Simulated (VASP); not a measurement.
# CsCl (Pm-3m) in VASP: further runs

Runs on CsCl. Level: r2SCAN. Tasks: single point, relaxation of cell and atoms.

All numbers are computed with VASP 6.6.1; they aren't measurements. Logs are shortened: lines on timing, memory, paths and dates and some standing lists are left out, and cuts for length are marked.

### 1 The cell of the first run

The structure is cubic, space group Pm-3m (No. 221). Conventional cell: a = 4.140 Å, b = 4.140 Å, c = 4.140 Å, α = 90.00°, β = 90.00°, γ = 90.00°. Cs (site symmetry m-3m) has 8 Cl at 3.59 Å and 6 Cs at 4.14 Å within 4.7 Å. Within 4.7 Å of Cl (site symmetry m-3m) lie 8 Cs at 3.59 Å and 6 Cl at 4.14 Å.

### 2 Single point, r2SCAN

Contents of POSCAR:

```
CsCl
1.0
    4.1401753638      0.0000000000      0.0000000000
    0.0000000000      4.1401753638      0.0000000000
    0.0000000000      0.0000000000      4.1401753638
Cs Cl
1 1
Direct
    0.0000000000      0.0000000000      0.0000000000
    0.5000000000      0.5000000000      0.5000000000
```

Contents of INCAR.step1:

```
SYSTEM = CsCl
PREC = Accurate
ENCUT = 550
ISMEAR = -1
SIGMA = 0.1
LREAL = .FALSE.
LASPH = .TRUE.
NELM = 120
NBANDS = 15
GGA = PE
ALGO = Normal
EDIFF = 1E-5
LWAVE = .TRUE.
LCHARG = .FALSE.
GGA_COMPAT = .FALSE.
```

Contents of INCAR.step2:

```
SYSTEM = CsCl
PREC = Accurate
ENCUT = 550
EDIFF = 1E-6
ISMEAR = -1
SIGMA = 0.1
LREAL = .FALSE.
LASPH = .TRUE.
NELM = 120
ALGO = Normal
ISIF = 2
LWAVE = .FALSE.
LCHARG = .FALSE.
METAGGA = R2SCAN
LMIXTAU = .TRUE.
NBANDS = 15
ISTART = 1
GGA_COMPAT = .FALSE.
```

Contents of KPOINTS:

```
regular mesh
0
G
  10 10 10
  0 0 0
```

Potentials or basis: VASP PAW PBE potentials, release 64 (Cs_sv, Cl).

Run with:

```
$ cat potpaw_PBE.64/Cs_sv/POTCAR potpaw_PBE.64/Cl/POTCAR > POTCAR
$ cp INCAR.step1 INCAR
$ mpirun -np 1 vasp_std > vasp.out
$ cp INCAR.step2 INCAR
$ mpirun -np 1 vasp_std > vasp.out
```

OUTCAR:

```text
SYSTEM = CsCl
   PREC = Accurate
   ENCUT = 550
   EDIFF = 1E-6
   ISMEAR = -1
   LREAL = .FALSE.
   LASPH = .TRUE.
   NELM = 120
   ISIF = 2
   METAGGA = R2SCAN
   ISTART = 1

 ion  position               nearest neighbor table
   1  0.000  0.000  0.000-
   2  0.500  0.500  0.500-

  LATTYP: Found a simple cubic cell.
 ALAT       =     4.1401753638

  Lattice vectors:

 A1 = (   4.1401753638,   0.0000000000,   0.0000000000)
 A2 = (   0.0000000000,   4.1401753638,   0.0000000000)
 A3 = (   0.0000000000,   0.0000000000,   4.1401753638)

Analysis of symmetry for initial positions (statically):
=====================================================================
 Subroutine PRICEL returns:
 Original cell was already a primitive cell.

 Routine SETGRP: Setting up the symmetry group for a
 simple cubic supercell.

 Subroutine GETGRP returns: Found 48 space group operations
 (whereof 48 operations were pure point group operations)
 out of a pool of 48 trial point group operations.

The static configuration has the point symmetry O_h .

Analysis of symmetry for dynamics (positions and initial velocities):
=====================================================================
 Subroutine PRICEL returns:
 Original cell was already a primitive cell.

 Routine SETGRP: Setting up the symmetry group for a
 simple cubic supercell.

 Subroutine GETGRP returns: Found 48 space group operations
 (whereof 48 operations were pure point group operations)
 out of a pool of 48 trial point group operations.

The dynamic configuration has the point symmetry O_h .

 Subroutine INISYM returns: Found 48 space group operations
 (whereof 48 operations are pure point group operations),
 and found     1 'primitive' translations

----------------------------------------------------------------------------------------

                                     Primitive cell

  volume of cell :      70.9670

  direct lattice vectors                    reciprocal lattice vectors
     4.140175364  0.000000000  0.000000000     0.241535663  0.000000000  0.000000000
     0.000000000  4.140175364  0.000000000     0.000000000  0.241535663  0.000000000
     0.000000000  0.000000000  4.140175364     0.000000000  0.000000000  0.241535663

  length of vectors
     4.140175364  4.140175364  4.140175364     0.241535663  0.241535663  0.241535663

  position of ions in fractional coordinates (direct lattice)
     0.000000000  0.000000000  0.000000000
     0.500000000  0.500000000  0.500000000

  ion indices of the primitive-cell ions
   primitive index   ion index
                 1           1
                 2           2

----------------------------------------------------------------------------------------

 KPOINTS: regular mesh

Automatic generation of k-mesh.
 Grid dimensions read from file:
 generate k-points for:   10   10   10

 Generating k-lattice:

  Cartesian coordinates                     Fractional coordinates (reciprocal lattice)
     0.024153566  0.000000000  0.000000000     0.100000000  0.000000000  0.000000000
     0.000000000  0.024153566  0.000000000     0.000000000  0.100000000  0.000000000
     0.000000000  0.000000000  0.024153566     0.000000000  0.000000000  0.100000000

  Length of vectors
     0.024153566  0.024153566  0.024153566

  Shift w.r.t. Gamma in fractional coordinates (k-lattice)
     0.000000000  0.000000000  0.000000000

 Subroutine IBZKPT returns following result:
 ===========================================

 Found     56 irreducible k-points:

 Following reciprocal coordinates:
            Coordinates               Weight
  0.000000  0.000000  0.000000      1.000000
  0.100000  0.000000  0.000000      6.000000
  0.200000  0.000000  0.000000      6.000000
  0.300000  0.000000  0.000000      6.000000
  0.400000  0.000000  0.000000      6.000000
  0.500000  0.000000  0.000000      3.000000
[... 16 lines left out ...]
  0.200000  0.100000  0.100000     24.000000
  0.300000  0.100000  0.100000     24.000000
 [... further k-points ...]
   k-points           NKPTS =     56   k-points in BZ     NKDIM =     56   number of bands    NBANDS=     15
   number of dos      NEDOS =    301   number of ions     NIONS =      2
   total plane-waves  NPLWV =  32768
   dimension x,y,z NGX =    32 NGY =   32 NGZ =   32
   dimension x,y,z NGXF=    64 NGYF=   64 NGZF=   64
   ions per type =               1   1
   NGX,Y,Z   is equivalent  to a cutoff of  12.85, 12.85, 12.85 a.u.
   NGXF,Y,Z  is equivalent  to a cutoff of  25.70, 25.70, 25.70 a.u.
 SYSTEM =  CsCl
   PREC   = accura    normal or accurate (medium, high low for compatibility)
   ISTART =      1    job   : 0-new  1-cont  2-samecut
   ICHARG =      0    charge: 1-file 2-atom 10-const
   ISPIN  =      1    spin polarized calculation?
   LNONCOLLINEAR =      F non collinear calculations
   LSORBIT =      F    spin-orbit coupling
   LASPH  =      T    aspherical Exc in radial PAW
   ENCUT  =  550.0 eV  40.42 Ry    6.36 a.u.   7.92  7.92  7.92*2*pi/ulx,y,z
   NELM   =    120;   NELMIN=  2; NELMDL=  0     # of ELM steps
   EDIFF  = 0.1E-05   stopping-criterion for ELM
   LREAL  =      F    real-space projection
   EDIFFG = 0.1E-04   stopping-criterion for IOM
   NSW    =      0    number of steps for IOM
   IBRION =     -1    ionic relax: 0-MD 1-quasi-New 2-CG
   NFREE  =      0    steps in history (QN), initial steepest desc. (CG)
   ISIF   =      2    stress and relaxation
   ISYM   =      2    0-nonsym 1-usesym 2-fastsym
   POTIM  = 0.5000    time-step for ionic-motion
   TEBEG  =    0.0;   TEEND  =   0.0 temperature during run
   PSTRESS=    0.0 pullay stress
   NELECT =      16.0000    total number of electrons
   NUPDOWN=      -1.0000    fix difference up-down
   EMIN   =  10.00;   EMAX   =-10.00  energy-range for DOS
   EFERMI =   0.00;   METHOD = LEGACY
   ISMEAR =    -1;   SIGMA  =   0.10  broadening in eV -4-tet -1-fermi 0-gaus
   EFERMI_NEDOS =   21; number of points for ismear=-14 and -15
   IALGO  =     38    algorithm
   IMIX   =      4    mixing-type and parameters
     AMIX     =   0.40;   BMIX     =  1.00
     AMIX_MAG =   1.60;   BMIX_MAG =  1.00
  volume/ion in A,a.u.               =      35.48       239.45
  Fermi-wavevector in a.u.,A,eV,Ry     =   0.996390  1.882904 13.507773  0.992793
  Thomas-Fermi vector in A             =   2.128475
   LORBIT       =      0    0 simple, 1 ext, 2 COOP (PROOUT), +10 PAW based schemes
   METAGGA = R2SCAN    functional components
   LHFCALC =     F    Hartree Fock is set to
   AEXX    =    0.0000 exact exchange contribution
   IVDW    =     0    specifies the selected vdW correction
   LEPSILON=     F    determine dielectric tensor
   LRPA    =     F    only Hartree local field effects (RPA)
 non-spin polarized calculation
  energy-cutoff  :      550.00
  volume of cell :       70.97
 maximum number of plane-waves:      2103
 NGX is ok and might be reduce to    32
   NGX = 15   NGY = 15   NGZ = 15

 number of electron      16.0000001 magnetization

 Free energy of the ion-electron system (eV)
  ---------------------------------------------------
  ext. energy  EPLUGINS =         0.00000000
  ---------------------------------------------------
  free energy    TOTEN  =       -35.52517232 eV

  energy without entropy =      -35.52517232  energy(sigma->0) =      -35.52517232

 E-fermi :   1.5044     XC(G=0):  -8.6125

 val. band max:       -0.7537657699   @ k =   0.0000   0.0000   0.0000
 cond. band min:       5.1556524393   @ k =   0.0000   0.0000   0.0000
 fundamental gap:      5.9094182092
 Fermi energy:         1.5044082190

 k-point     1 :       0.0000    0.0000    0.0000
  band No.  band energies     occupation
      1     -20.6574      2.00000
      2     -13.4652      2.00000
      3      -6.7749      2.00000
      4      -6.7749      2.00000
      5      -6.7749      2.00000
      6      -0.7538      2.00000
      7      -0.7538      2.00000
      8      -0.7538      2.00000
      9       5.1557      0.00000
     10       5.1557      0.00000
     11       5.2423      0.00000
     12       9.9483      0.00000
     13       9.9483      0.00000
     14       9.9483      0.00000
     15      13.0863      0.00000

 k-point     2 :       0.1000    0.0000    0.0000
  band No.  band energies     occupation
      1     -20.6496      2.00000
      2     -13.4688      2.00000
      3      -6.8310      2.00000
      4      -6.7622      2.00000
      5      -6.7622      2.00000
      6      -0.8843      2.00000
      7      -0.7743      2.00000
      8      -0.7743      2.00000
      9       5.2243      0.00000
     10       5.3880      0.00000
     11       5.4914      0.00000
     12       9.8564      0.00000
     13       9.8564      0.00000
     14      10.0063      0.00000
     15      12.4158      0.00000

 k-point     3 :       0.2000    0.0000    0.0000
  band No.  band energies     occupation
      1     -20.6291      2.00000
      2     -13.4786      2.00000
      3      -6.9708      2.00000
      4      -6.7285      2.00000
      5      -6.7285      2.00000
      6      -1.1964      2.00000
      7      -0.8291      2.00000
      8      -0.8291      2.00000
      9       5.4226      0.00000
     10       5.9542      0.00000
     11       6.2224      0.00000
     12       9.6640      0.00000
     13       9.6640      0.00000
     14      10.1713      0.00000
     15      11.2798      0.00000
[... 343 lines left out ...]
 k-point    23 :       0.2000    0.1000    0.1000
  band No.  band energies     occupation
      1     -20.6144      2.00000
      2     -13.4746      2.00000
      3      -6.9885      2.00000
      4      -6.8051      2.00000
      5      -6.7520      2.00000
      6      -1.2302      2.00000
      7      -0.8978      2.00000
      8      -0.8754      2.00000
      9       5.7913      0.00000
     10       6.2003      0.00000
     11       6.4465      0.00000
     12       9.2416      0.00000
     13       9.2466      0.00000
     14      10.1739      0.00000
     15      11.8989      0.00000

 k-point    24 :       0.3000    0.1000    0.1000
  band No.  band energies     occupation
      1     -20.5894      2.00000
      2     -13.4792      2.00000
      3      -7.1585      2.00000
      4      -6.7593      2.00000
      5      -6.7478      2.00000
      6      -1.4820      2.00000
      7      -0.9779      2.00000
      8      -0.8980      2.00000
      9       6.0545      0.00000
     10       6.7800      0.00000
     11       7.3359      0.00000
     12       8.9515      0.00000
     13       9.1796      0.00000
     14       9.9253      0.00000
     15      11.1201      0.00000

 [... further k-points ...]

------------------------ aborting loop because EDIFF is reached ----------------------------------------

  FORCE on cell =-STRESS in cart. coord.  units (eV):
  Direction    XX          YY          ZZ          XY          YZ          ZX
  --------------------------------------------------------------------------------------
  -------------------------------------------------------------------------------------
  Total        0.0179816      0.0179816      0.0179816      0.0000000      0.0000000     -0.0000000
  in kB        0.4059587      0.4059587      0.4059587      0.0000000      0.0000000     -0.0000000
  external PRESSURE =       0.4059587 kB  Pullay stress =       0.0000000 kB

 VOLUME and BASIS-vectors are now :
 -----------------------------------------------------------------------------
  energy-cutoff  :      550.00
  volume of cell :       70.97
      direct lattice vectors                 reciprocal lattice vectors
     4.140175364  0.000000000  0.000000000     0.241535663  0.000000000  0.000000000
     0.000000000  4.140175364  0.000000000     0.000000000  0.241535663  0.000000000
     0.000000000  0.000000000  4.140175364     0.000000000  0.000000000  0.241535663

 POSITION                                       TOTAL-FORCE (eV/Angst)
 -----------------------------------------------------------------------------------
      0.00000      0.00000      0.00000         0.000000      0.000000      0.000000
      2.07009      2.07009      2.07009         0.000000      0.000000      0.000000
 -----------------------------------------------------------------------------------
    total drift:                                0.000000      0.000000     -0.000000

  FREE ENERGIE OF THE ION-ELECTRON SYSTEM (eV)
  ---------------------------------------------------
  free  energy   TOTEN  =       -35.5251723178 eV

  energy  without entropy=      -35.5251723176  energy(sigma->0) =      -35.52517232
```

Run time: 2.9 min. Hardware: 1 thread of Oxide Virtual Turin-like, shared host; peak memory 0.19 GiB.

What came out:

```yaml
Free_energy: -35.5252 eV
Pressure: 0.0 GPa
Band_gap_on_the_k_mesh: 5.91 eV
```

Levels at points of the mesh, in eV from the valence-band top:
```
           k point  band 6  band 7  band 8  band 9  band 10  band 11
(0.00, 0.00, 0.00)    0.00    0.00    0.00    5.91     5.91     6.00
(0.50, 0.00, 0.00)   -1.13   -0.23   -0.23    6.94     8.25     9.57
(0.50, 0.50, 0.00)   -0.43   -0.43   -0.05    6.55     6.64     8.62
(0.50, 0.50, 0.50)   -1.07   -1.07   -1.07    9.13     9.13     9.13
```

Caveat: the PAW data sets were made with another functional, which shifts forces and pressure a little; spin-orbit coupling is left out, which moves the levels of the heavy elements. A k mesh can miss the band edges.

(Part 1 of 2 ends here.)
